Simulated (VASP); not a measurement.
# PtC18 in VASP: further runs, part 2 of 2

VASP 6.6.1. The steps go on from the part before.

### 3 Single point, PBEsol

Input file INCAR:

```
ALGO = Normal
EDIFF = 1E-6
ENCUT = 520
GGA = PS
ISIF = 2
ISMEAR = 0
LASPH = T
LCHARG = F
LREAL = Auto
LWAVE = F
NBANDS = 56
NELM = 60
PREC = Accurate
SIGMA = 0.02
```

Input file KPOINTS:

```
k-points
0
Gamma
  2 2 1
```

Input file POSCAR:

```
PtC18
1.0
    7.3980000000      0.0000000000      0.0000000000
   -3.6990000000      6.4068560000      0.0000000000
    0.0000000000      0.0000000000     12.0000000000
C Pt
18 1
Direct
    0.0032653242     -0.0012987649      0.0799083333
    0.2247122127      0.1094249660      0.0799021667
    0.0032665883      0.3311652392      0.0799064167
    0.2247132523      0.4418866289      0.0799058333
   -0.0001106776      0.6632430946      0.0983065833
    0.2280965090      0.7773511688      0.0982948333
    0.3389848317      0.0015795579      0.0852913333
    0.5578557792      0.1088591659      0.0808325000
    0.3369387865      0.3317694357      0.0785126667
    0.5581908831      0.4423971758      0.0805914167
    0.3389804650      0.6640033739      0.0852845833
    0.5578549401      0.7756044462      0.0808242500
    0.6697854444     -0.0018035367      0.0805884167
    0.8910404658      0.1088184283      0.0785139167
    0.6701250411      0.3317369705      0.0808322500
    0.8889991700      0.4390156420      0.0852984167
    0.6701175817      0.6649888807      0.0808265000
    0.8889951781      0.7765810563      0.0852944167
    1.1140323451      0.7203136765      0.2585846667
```

Potentials or basis: VASP PAW PBE potentials, release 64 (C, Pt).

Launch:

```
> cat potpaw_PBE.64/C/POTCAR potpaw_PBE.64/Pt/POTCAR > POTCAR
> mpirun -np 1 vasp_std > vasp.out
```

OUTCAR:

```text
EDIFF = 1E-6
   ENCUT = 520
   GGA = PS
   ISIF = 2
   ISMEAR = 0
   LASPH = T
   LREAL = Auto
   NELM = 60
   PREC = Accurate

 ion  position               nearest neighbor table
   1  0.003  0.999  0.080-   2 1.42  14 1.42  18 1.42
   2  0.225  0.109  0.080-   1 1.42   9 1.42   7 1.42
   3  0.003  0.331  0.080-   4 1.42  14 1.42  16 1.42
   4  0.225  0.442  0.080-   3 1.42   9 1.42  11 1.42
   5  1.000  0.663  0.098-  16 1.45  18 1.45   6 1.46  19 2.06
   6  0.228  0.777  0.098-   7 1.45  11 1.45   5 1.46  19 2.06
   7  0.339  0.002  0.085-   8 1.40   2 1.42   6 1.45
   8  0.558  0.109  0.081-   7 1.40  13 1.43  15 1.43
   9  0.337  0.332  0.079-  10 1.42   4 1.42   2 1.42
  10  0.558  0.442  0.081-   9 1.42  17 1.43  15 1.43
  11  0.339  0.664  0.085-  12 1.40   4 1.42   6 1.45
  12  0.558  0.776  0.081-  11 1.40  13 1.43  17 1.43
  13  0.670  0.998  0.081-  14 1.42  12 1.43   8 1.43
  14  0.891  0.109  0.079-  13 1.42   1 1.42   3 1.42
  15  0.670  0.332  0.081-  16 1.40  10 1.43   8 1.43
  16  0.889  0.439  0.085-  15 1.40   3 1.42   5 1.45
  17  0.670  0.665  0.081-  18 1.40  10 1.43  12 1.43
  18  0.889  0.777  0.085-  17 1.40   1 1.42   5 1.45
  19  0.114  0.720  0.259-   6 2.06   5 2.06

  LATTYP: Found a hexagonal cell.
 ALAT       =     7.3980000000
 C/A-ratio  =     1.6220600162

  Lattice vectors:

 A1 = (   7.3980000000,   0.0000000000,   0.0000000000)
 A2 = (  -3.6990000000,   6.4068560000,   0.0000000000)
 A3 = (   0.0000000000,   0.0000000000,  12.0000000000)

Analysis of symmetry for initial positions (statically):
=====================================================================
 Subroutine PRICEL returns:
 Original cell was already a primitive cell.

 Routine SETGRP: Setting up the symmetry group for a
 hexagonal supercell.

 Subroutine GETGRP returns: Found  1 space group operations
 (whereof  1 operations were pure point group operations)
 out of a pool of 24 trial point group operations.

The static configuration has the point symmetry C_1 .

Analysis of symmetry for dynamics (positions and initial velocities):
=====================================================================
 Subroutine PRICEL returns:
 Original cell was already a primitive cell.

 Routine SETGRP: Setting up the symmetry group for a
 hexagonal supercell.

 Subroutine GETGRP returns: Found  1 space group operations
 (whereof  1 operations were pure point group operations)
 out of a pool of 24 trial point group operations.

The dynamic configuration has the point symmetry C_1 .

 Subroutine INISYM returns: Found  1 space group operations
 (whereof  1 operations are pure point group operations),
 and found     1 'primitive' translations

----------------------------------------------------------------------------------------

                                     Primitive cell

  volume of cell :     568.7750

  direct lattice vectors                    reciprocal lattice vectors
     7.398000000  0.000000000  0.000000000     0.135171668  0.078041398  0.000000000
    -3.699000000  6.406856000  0.000000000     0.000000000  0.156082796  0.000000000
     0.000000000  0.000000000 12.000000000     0.000000000  0.000000000  0.083333333

[... 71 lines left out ...]

 Following reciprocal coordinates:
            Coordinates               Weight
  0.000000  0.000000  0.000000      1.000000
  0.500000  0.000000  0.000000      1.000000
  0.000000  0.500000  0.000000      1.000000
  0.500000  0.500000  0.000000      1.000000
   k-points           NKPTS =      4   k-points in BZ     NKDIM =      4   number of bands    NBANDS=     56
   number of dos      NEDOS =    301   number of ions     NIONS =     19
   total plane-waves  NPLWV = 282240
   dimension x,y,z NGX =    56 NGY =   56 NGZ =   90
   dimension x,y,z NGXF=   112 NGYF=  112 NGZF=  180
   ions per type =              18   1
   NGX,Y,Z   is equivalent  to a cutoff of  12.58, 12.58, 12.47 a.u.
   NGXF,Y,Z  is equivalent  to a cutoff of  25.17, 25.17, 24.94 a.u.
 SYSTEM =  unknown system
   PREC   = accura    normal or accurate (medium, high low for compatibility)
   ISTART =      0    job   : 0-new  1-cont  2-samecut
   ICHARG =      2    charge: 1-file 2-atom 10-const
   ISPIN  =      1    spin polarized calculation?
   LNONCOLLINEAR =      F non collinear calculations
   LSORBIT =      F    spin-orbit coupling
   LASPH  =      T    aspherical Exc in radial PAW
   ENCUT  =  520.0 eV  38.22 Ry    6.18 a.u.  13.76 13.76 22.31*2*pi/ulx,y,z
   NELM   =     60;   NELMIN=  2; NELMDL= -5     # of ELM steps
   EDIFF  = 0.1E-05   stopping-criterion for ELM
   LREAL  =      T    real-space projection
   EDIFFG = 0.1E-04   stopping-criterion for IOM
   NSW    =      0    number of steps for IOM
   IBRION =     -1    ionic relax: 0-MD 1-quasi-New 2-CG
   NFREE  =      0    steps in history (QN), initial steepest desc. (CG)
   ISIF   =      2    stress and relaxation
   ISYM   =      2    0-nonsym 1-usesym 2-fastsym
   POTIM  = 0.5000    time-step for ionic-motion
   TEBEG  =    0.0;   TEEND  =   0.0 temperature during run
   PSTRESS=    0.0 pullay stress
   NELECT =      82.0000    total number of electrons
   NUPDOWN=      -1.0000    fix difference up-down
   EMIN   =  10.00;   EMAX   =-10.00  energy-range for DOS
   EFERMI =   0.00;   METHOD = LEGACY
   ISMEAR =     0;   SIGMA  =   0.02  broadening in eV -4-tet -1-fermi 0-gaus
   EFERMI_NEDOS =   21; number of points for ismear=-14 and -15
   IALGO  =     38    algorithm
   IMIX   =      4    mixing-type and parameters
     AMIX     =   0.40;   BMIX     =  1.00
     AMIX_MAG =   1.60;   BMIX_MAG =  1.00
  volume/ion in A,a.u.               =      29.94       202.01
  Fermi-wavevector in a.u.,A,eV,Ry     =   0.858419  1.622176 10.025902  0.736883
  Thomas-Fermi vector in A             =   1.975621
   LORBIT       =      0    0 simple, 1 ext, 2 COOP (PROOUT), +10 PAW based schemes
   GGA     = PS    functional components
   LHFCALC =     F    Hartree Fock is set to
   AEXX    =    0.0000 exact exchange contribution
   IVDW    =     0    specifies the selected vdW correction
   LEPSILON=     F    determine dielectric tensor
   LRPA    =     F    only Hartree local field effects (RPA)
 non-spin polarized calculation
 Gauss-broadening in eV      SIGMA  =   0.02
  energy-cutoff  :      520.00
  volume of cell :      568.78
 maximum number of plane-waves:     15363
 NGX is ok and might be reduce to    56
   NGX = 27   NGY = 27   NGZ = 45

 number of electron      81.9999999 magnetization

 Free energy of the ion-electron system (eV)
  ---------------------------------------------------
  ext. energy  EPLUGINS =         0.00000000
  ---------------------------------------------------
  free energy    TOTEN  =      -176.03065559 eV

  energy without entropy =     -176.03065559  energy(sigma->0) =     -176.03065559

 E-fermi :  -1.2423     XC(G=0):  -4.1846

 val. band max:       -1.4128160056   @ k =   0.0000   0.0000   0.0000
 cond. band min:      -1.1117773326   @ k =   0.0000   0.0000   0.0000
 fundamental gap:      0.3010386730
 Fermi energy:        -1.2422737401

 k-point     1 :       0.0000    0.0000    0.0000
  band No.  band energies     occupation
      1     -20.9449      2.00000
      2     -18.6013      2.00000
      3     -18.3901      2.00000
      4     -18.3151      2.00000
      5     -18.2944      2.00000
      6     -18.2652      2.00000
[... 213 lines left out ...]
     52       3.9571      0.00000
     53       4.3293      0.00000
 [bands above 53 left out]

------------------------ aborting loop because EDIFF is reached ----------------------------------------

  FORCE on cell =-STRESS in cart. coord.  units (eV):
  Direction    XX          YY          ZZ          XY          YZ          ZX
  --------------------------------------------------------------------------------------
  -------------------------------------------------------------------------------------
  Total       -0.2914487      2.4957159      0.1132589     -2.4374543      0.0092096     -0.0011297
  in kB       -0.8209792      7.0301598      0.3190380     -6.8660430      0.0259425     -0.0031822
  external PRESSURE =       2.1760729 kB  Pullay stress =       0.0000000 kB

 VOLUME and BASIS-vectors are now :
 -----------------------------------------------------------------------------
  energy-cutoff  :      520.00
  volume of cell :      568.78
      direct lattice vectors                 reciprocal lattice vectors
     7.398000000  0.000000000  0.000000000     0.135171668  0.078041398  0.000000000
    -3.699000000  6.406856000  0.000000000     0.000000000  0.156082796  0.000000000
     0.000000000  0.000000000 12.000000000     0.000000000  0.000000000  0.083333333

 POSITION                                       TOTAL-FORCE (eV/Angst)
 -----------------------------------------------------------------------------------
     -3.67004      6.39854      0.95890         0.003746     -0.004524      0.001007
      1.25766      0.70107      0.95883        -0.002658     -0.002544      0.001719
     -1.20081      2.12173      0.95888         0.004151     -0.000793     -0.001446
      0.02789      2.83110      0.95887         0.000340      0.000238      0.000017
      4.94385      4.24930      1.17968        -0.039670     -0.018419     -0.063895
     -1.18796      4.98038      1.17954         0.039152      0.019867     -0.054004
[... 11 lines left out ...]
      3.70421      4.97544      1.02353         0.010847      0.007622     -0.000076
     -1.82083      4.61495      3.10302         0.001113     -0.000101      0.122914
 -----------------------------------------------------------------------------------
    total drift:                               -0.000790      0.005564      0.009732

  FREE ENERGIE OF THE ION-ELECTRON SYSTEM (eV)
  ---------------------------------------------------
  free  energy   TOTEN  =      -176.0306555883 eV

  energy  without entropy=     -176.0306555883  energy(sigma->0) =     -176.03065559
```

Run time: 3.6 min. Hardware: 1 thread of Intel Xeon 6975P-C (Granite Rapids), shared host; peak memory 0.59 GiB.

What came out:

```yaml
Free_energy: -176.0307 eV
Largest_force: 0.123 eV/Å
Band_gap_on_the_k_mesh: 0.30 eV, direct
```

Forces in eV/Å, atoms in the order of the input:
```
C    0.004 -0.005  0.001
C   -0.003 -0.003  0.002
C    0.004 -0.001 -0.001
C    0.000  0.000  0.000
C   -0.040 -0.018 -0.064
C    0.039  0.020 -0.054
C   -0.010 -0.004 -0.001
C    0.007  0.002 -0.001
C   -0.003 -0.001 -0.003
C    0.001  0.004  0.000
C   -0.002 -0.004 -0.004
C    0.006 -0.003  0.000
C   -0.007  0.001  0.004
C   -0.002  0.007  0.002
C   -0.010 -0.007  0.000
C    0.010  0.010  0.000
C   -0.008 -0.006 -0.003
C    0.011  0.008  0.000
Pt   0.001  0.000  0.123
```

Caveat: the k points lie up to 0.49 Å⁻¹ apart; the PAW data sets were made with another functional, which shifts forces and pressure a little; spin-orbit coupling is left out, which moves the levels of the heavy elements.
